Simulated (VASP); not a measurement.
# Mo (Im-3m) in VASP: further runs, part 2 of 2

VASP 6.6.1. Earlier steps stand in the parts before.

## (3) Relaxation of cell and atoms, PBEsol

This run uses another cell than the first one, of 15.58 Å³/atom, 1.016 times its volume.

INCAR

```
SYSTEM = Mo
PREC     = Accurate       ! precision mode
ENCUT    = 600            ! plane-wave cutoff, eV
EDIFF    = 1E-7           ! SCF threshold, eV
ISMEAR   = 0              ! smearing method
SIGMA    = 0.1            ! smearing width, eV
LREAL    = .False.        ! projectors in reciprocal space
LASPH    = .True.         ! aspherical terms in the spheres
NELM     = 60             ! most SCF steps
ALGO     = Normal         ! electronic algorithm
ISIF     = 3              ! what is computed and relaxed
LWAVE    = .False.        ! write WAVECAR
LCHARG   = .False.        ! write CHGCAR
GGA      = PS             ! functional
IBRION   = 2              ! ionic algorithm
NSW      = 100            ! ionic steps
EDIFFG   = -0.005         ! ionic threshold
```

KPOINTS

```
regular mesh
0
Gamma
  18 18 18
  0 0 0
```

POSCAR

```
Mo
1.0
   -1.5734150000      1.5734150000      1.5734150000
    1.5734150000     -1.5734150000      1.5734150000
    1.5734150000      1.5734150000     -1.5734150000
Mo
1
Direct
    0.0000000000      0.0000000000      0.0000000000
```

Potentials or basis: VASP PAW PBE potentials, release 64 (Mo_sv).

Run with:

```bash
> cat potpaw_PBE.64/Mo_sv/POTCAR > POTCAR
> mpirun -np 1 vasp_std > vasp.out
```

Wall time 28 s (1 thread of Intel Xeon 6975P-C (Granite Rapids), shared host); peak memory 0.18 GiB.

Results (log left out):

| Item | Value |
| --- | --- |
| Free energy | -11.7784 eV |
| Relaxed volume | 15.35 Å³/atom |
| Relaxed cell | a = 2.711 Å, b = 2.711 Å, c = 2.711 Å, α = 109.47°, β = 109.47°, γ = 109.47° |
| Space group after relaxing (to 0.05 Å) | Im-3m (No. 229) |
| Energy gained by relaxing | 3.1 meV/atom |
| Ionic steps | 4 |
| Pressure after relaxing | 0.0 GPa |
| Band gap on the k mesh | zero (band 7 reaches 16.88 eV, above the bottom of band 8 at 11.36 eV) |

The path:
| step | energy change (eV) | largest force (eV/Å) | pressure (GPa) | volume (Å³) |
| --- | --- | --- | --- | --- |
| 1 | 0.0000 | 0.0000 | -4.13 | 15.58 |
| 2 | 0.0234 | 0.0000 | 13.51 | 14.69 |
| 3 | -0.0031 | 0.0000 | -0.07 | 15.35 |
| 4 | -0.0031 | 0.0000 | 0.01 | 15.35 |

Final structure:
```cif
data_structure
_symmetry_space_group_name_H-M 'P 1'
_symmetry_Int_Tables_number 1
_cell_length_a 2.7115
_cell_length_b 2.7115
_cell_length_c 2.7115
_cell_angle_alpha 109.471
_cell_angle_beta 109.471
_cell_angle_gamma 109.471
_cell_volume 15.35
loop_
_atom_site_label
_atom_site_type_symbol
_atom_site_fract_x
_atom_site_fract_y
_atom_site_fract_z
_atom_site_occupancy
Mo1 Mo 0.00000 0.00000 0.00000 1
```

Levels at points of the mesh, in eV from the Fermi level:
```
           k point  band 3  band 4  band 5  band 6  band 7  band 8  band 9  band 10  band 11
(0.00, 0.00, 0.00)  -34.46  -34.46   -7.36   -1.42   -1.42   -1.42    1.66     1.66    14.82
(0.50, 0.00, 0.00)  -34.93  -34.47   -5.48   -3.52    1.66    1.71    2.35     4.89    11.90
(0.50, 0.50, 0.50)  -35.49  -35.49   -5.63   -5.63    4.10    4.10    4.10     9.15     9.15
```

Caveat: the PAW data sets were made with another functional, which shifts forces and pressure a little.

## (4) Relaxation of cell and atoms, PBEsol

INCAR

```
PREC = Accurate
ENCUT = 600
EDIFF = 1E-6
ISMEAR = -1
SIGMA = 0.15
LREAL = False
LASPH = True
NELM = 100
ALGO = Fast
ISIF = 3
LWAVE = False
LCHARG = False
GGA = PS
IBRION = 2
NSW = 80
EDIFFG = -0.001
```

KPOINTS

```
Automatic mesh
0
Gamma
  20 20 20
```

POSCAR

```
Mo
1.0
   -1.5646440664      1.5646440664      1.5646440664
    1.5646440664     -1.5646440664      1.5646440664
    1.5646440664      1.5646440664     -1.5646440664
Mo
1
Direct
    0.0000000000      0.0000000000      0.0000000000
```

Potentials or basis: VASP PAW PBE potentials, release 64 (Mo_sv).

Run with:

```bash
> cat potpaw_PBE.64/Mo_sv/POTCAR > POTCAR
> mpirun -np 1 vasp_std > vasp.out
```

OUTCAR:

```text
PREC = Accurate
   ENCUT = 600
   EDIFF = 1E-6
   ISMEAR = -1
   LREAL = False
   LASPH = True
   NELM = 100
   ISIF = 3
   GGA = PS
   IBRION = 2
   NSW = 80
   EDIFFG = -0.001

 ion  position               nearest neighbor table
   1  0.000  0.000  0.000-

  LATTYP: Found a body centered cubic cell.
 ALAT       =     3.1292881328

  Lattice vectors:

 A1 = (  -1.5646440664,   1.5646440664,   1.5646440664)
 A2 = (   1.5646440664,  -1.5646440664,   1.5646440664)
 A3 = (   1.5646440664,   1.5646440664,  -1.5646440664)

Analysis of symmetry for initial positions (statically):
=====================================================================
 Subroutine PRICEL returns:
[... 364 lines left out ...]

 k-point     1 :       0.0000    0.0000    0.0000
  band No.  band energies     occupation
      1     -48.4423      2.00000
      2     -21.6886      2.00000
      3     -21.6886      2.00000
      4     -21.6886      2.00000
      5       5.4069      2.00000
      6      11.3502      1.99981
      7      11.3502      1.99981
      8      11.3502      1.99981
      9      14.4311      0.00002
     10      14.4311      0.00002
     11      27.5831      0.00000
[... 309 lines left out ...]
 k-point    24 :       0.2500    0.1000    0.0000
  band No.  band energies     occupation
      1     -48.2448      2.00000
      2     -22.7024      2.00000
      3     -22.0201      2.00000
      4     -21.7486      2.00000
      5       7.9347      2.00000
      6       9.9173      2.00000
      7      11.0563      1.99997
      8      13.8059      0.00160
      9      14.9562      0.00000
     10      15.4189      0.00000
     11      27.1045      0.00000

 [... further k-points ...]

------------------------ aborting loop because EDIFF is reached ----------------------------------------

  FORCE on cell =-STRESS in cart. coord.  units (eV):
  Direction    XX          YY          ZZ          XY          YZ          ZX
  --------------------------------------------------------------------------------------
  -------------------------------------------------------------------------------------
  Total       -0.0004846     -0.0004846     -0.0004846      0.0000000      0.0000000     -0.0000000
  in kB       -0.0505500     -0.0505500     -0.0505500      0.0000000      0.0000000     -0.0000000
  external PRESSURE =      -0.0505500 kB  Pullay stress =       0.0000000 kB
[... 16 lines left out ...]
  FREE ENERGIE OF THE ION-ELECTRON SYSTEM (eV)
  ---------------------------------------------------
  free  energy   TOTEN  =       -11.8026607399 eV

  energy  without entropy=      -11.7556541945  energy(sigma->0) =      -11.77915747

 reached required accuracy - stopping structural energy minimisation
```

It took 75 s on 1 thread of Intel Xeon 6975P-C (Granite Rapids), shared host; peak memory 0.19 GiB.

What came out:

```yaml
Free_energy: -11.8027 eV
Relaxed_volume: 15.36 Å³/atom
Relaxed_cell: a = 2.712 Å, b = 2.712 Å, c = 2.712 Å, α = 109.47°, β = 109.47°, γ = 109.47°
Space_group_after_relaxing_to_0.05_Å: Im-3m (No. 229)
Energy_gained_by_relaxing: 0.1 meV/atom
Ionic_steps: 15
Pressure_after_relaxing: 0.0 GPa
Band_gap_on_the_k_mesh: zero (band 7 reaches 16.86 eV, above the bottom of band 8 at 11.35 eV)
```

Final structure:
```yaml
crystal:
  lattice:
    - [-1.56593, 1.56593, 1.56593]
    - [1.56593, -1.56593, 1.56593]
    - [1.56593, 1.56593, -1.56593]
  atoms:
    - { symbol: Mo, position: [0.00000, 0.00000, 0.00000] }
```

Caveat: the PAW data sets were made with another functional, which shifts forces and pressure a little.

## (5) Single point, PBEsol

This run uses another cell than the first one, of 14.32 Å³/atom, 0.934 times its volume.

INCAR

```
SYSTEM = Mo
PREC = Accurate
ENCUT = 520
EDIFF = 1E-7
ISMEAR = 0
SIGMA = 0.1
LREAL = .False.
LASPH = .True.
NELM = 60
ALGO = Fast
ISIF = 2
LWAVE = .False.
LCHARG = .True.
GGA = PS
LELF = .True.
LVHAR = .True.
NBANDS = 13
```

KPOINTS

```
Automatic mesh
0
Gamma
  8 8 8
  0 0 0
```

POSCAR

```
Mo
1.0
   -1.5296941314      1.5296941314      1.5296941314
    1.5296941314     -1.5296941314      1.5296941314
    1.5296941314      1.5296941314     -1.5296941314
Mo
1
Direct
    0.0000000000      0.0000000000      0.0000000000
```

Run with:

```bash
> cat potpaw_PBE.64/Mo_sv/POTCAR > POTCAR
> mpirun -np 1 vasp_std > vasp.out
```

Wall time 3.7 s (1 thread of Intel Xeon 6975P-C (Granite Rapids), shared host); peak memory 0.12 GiB.

The run converged. Its results:

* Free energy: -11.6840 eV
* Pressure: 22.8 GPa
* Band gap on the k mesh: zero (band 7 reaches 18.47 eV, above the bottom of band 8 at 12.38 eV)

Levels at points of the mesh, in eV from the Fermi level:
| k point | band 3 | band 4 | band 5 | band 6 | band 7 | band 8 | band 9 | band 10 | band 11 | band 12 |
| --- | --- | --- | --- | --- | --- | --- | --- | --- | --- | --- |
| (0.00, 0.00, 0.00) | -34.18 | -34.18 | -7.47 | -1.46 | -1.46 | -1.46 | 1.90 | 1.90 | 15.00 | 15.00 |
| (0.50, 0.00, 0.00) | -34.76 | -34.20 | -5.82 | -3.77 | 1.99 | 2.07 | 2.70 | 5.53 | 12.18 | 13.16 |
| (0.50, 0.50, 0.50) | -35.44 | -35.44 | -6.10 | -6.10 | 4.63 | 4.63 | 4.63 | 9.83 | 9.83 | 9.83 |

Caveat: the k points lie up to 0.36 Å⁻¹ apart; the PAW data sets were made with another functional, which shifts forces and pressure a little.

## (6) Single point, PBEsol

This run uses another cell than the first one, of 14.28 Å³/atom, 0.931 times its volume.

INCAR

```
  ALGO = Fast
  EDIFF = 1E-6
  ENCUT = 520
  GGA = PS
  ISIF = 2
  ISMEAR = 0
  LASPH = True
  LCHARG = False
  LREAL = False
  LWAVE = False
  NBANDS = 13
  NELM = 80
  PREC = Accurate
  SIGMA = 0.1
```

KPOINTS

```
k-points
0
Gamma
  10 10 10
```

POSCAR

```
Mo
1.0
   -1.5282568015      1.5282568015      1.5282568015
    1.5282568015     -1.5282568015      1.5282568015
    1.5282568015      1.5282568015     -1.5282568015
Mo
1
Direct
    0.0000000000      0.0000000000      0.0000000000
```

Potentials or basis: VASP PAW PBE potentials, release 64 (Mo_sv).

Run with:

```bash
> cat potpaw_PBE.64/Mo_sv/POTCAR > POTCAR
> mpirun -np 1 vasp_std > vasp.out
```

Wall time 4.3 s (1 thread of Intel Xeon 6975P-C (Granite Rapids), shared host); peak memory 0.12 GiB.

It converged, with:

- Free energy: -11.6947 eV
- Pressure: 22.8 GPa
- Band gap on the k mesh: zero (band 7 reaches 18.55 eV, above the bottom of band 8 at 12.44 eV)

Levels at points of the mesh, in eV from the Fermi level:
```csv
k point,band 3,band 4,band 5,band 6,band 7,band 8,band 9,band 10,band 11,band 12
"(0.00, 0.00, 0.00)",-34.38,-34.38,-7.70,-1.68,-1.68,-1.68,1.69,1.69,14.78,14.78
"(0.50, 0.00, 0.00)",-34.97,-34.40,-6.06,-4.00,1.78,1.86,2.49,5.34,11.96,12.99
"(0.50, 0.50, 0.50)",-35.65,-35.65,-6.34,-6.34,4.44,4.44,4.44,9.63,9.63,9.63
```

Caveat: the PAW data sets were made with another functional, which shifts forces and pressure a little.

## (7) Overview

| task | cell | k mesh | cutoff (eV) | smearing | gap on the mesh (eV) | pressure (GPa) | relaxed volume (Å³/atom) |
| --- | --- | --- | --- | --- | --- | --- | --- |
| single point | a = 2.711 Å, angles 109.5°, 1 atom | 20 × 20 × 20 | 520 | fermi-dirac 0.15 eV | none | 0.6 | - |
| relaxation of cell and atoms | relaxed from a = 2.725 Å, angles 109.5°, 1 atom | 18 × 18 × 18 | 600 | gaussian 0.1 eV | none | 0.0 | 15.35 |
| relaxation of cell and atoms | relaxed from a = 2.710 Å, angles 109.5°, 1 atom | 20 × 20 × 20 | 600 | fermi-dirac 0.15 eV | none | 0.0 | 15.36 |
| single point | a = 2.650 Å, angles 109.5°, 1 atom | 8 × 8 × 8 | 520 | gaussian 0.1 eV | none | 22.8 | - |
| single point | a = 2.647 Å, angles 109.5°, 1 atom | 10 × 10 × 10 | 520 | gaussian 0.1 eV | none | 22.8 | - |

Alike in all rows: level PBEsol; potentials or basis VASP PAW PBE potentials, release 64 (Mo_sv); no spin polarisation.

Caveats: some runs use coarse meshes; the PAW data sets were made with another functional, which shifts forces and pressure a little.

Absolute energies hang on the potentials; compare differences alone.
